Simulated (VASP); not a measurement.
Runs of VASP 6.6.1 on Au. The structure is cubic, space group Fm-3m (No. 225). The conventional cell has a = 4.046 Å, b = 4.046 Å, c = 4.046 Å, α = 90.00°, β = 90.00°, γ = 90.00°. Within 3.8 Å of Au (site symmetry m-3m) lie 12 Au at 2.86 Å. 

```csv
k mesh,smearing,gap on the mesh (eV),pressure (GPa)
5 × 5 × 5,fermi-dirac 0.1 eV,none,-0.4
13 × 13 × 13,methfessel-paxton 1 eV,none,0.6
13 × 13 × 13,methfessel-paxton 0.6 eV,none,0.6
13 × 13 × 13,gaussian 1 eV,none,1.2
13 × 13 × 13,gaussian 0.01 eV,none,(a)
```

Alike in all rows: task single point; level LDA; potentials or basis VASP PAW LDA potentials, release 64 (Au); no spin polarisation; cell as given; cutoff (eV) 520.

Task: Estimate the missing entries.

Result: (a) 0.3.

Caveats: some runs use coarse meshes; spin-orbit coupling is left out, which moves the levels of the heavy elements.

A k mesh can miss the band edges, and the runs leave out spin-orbit coupling on Au.

A gap of «none» marks levels without a gap at the run's occupations.
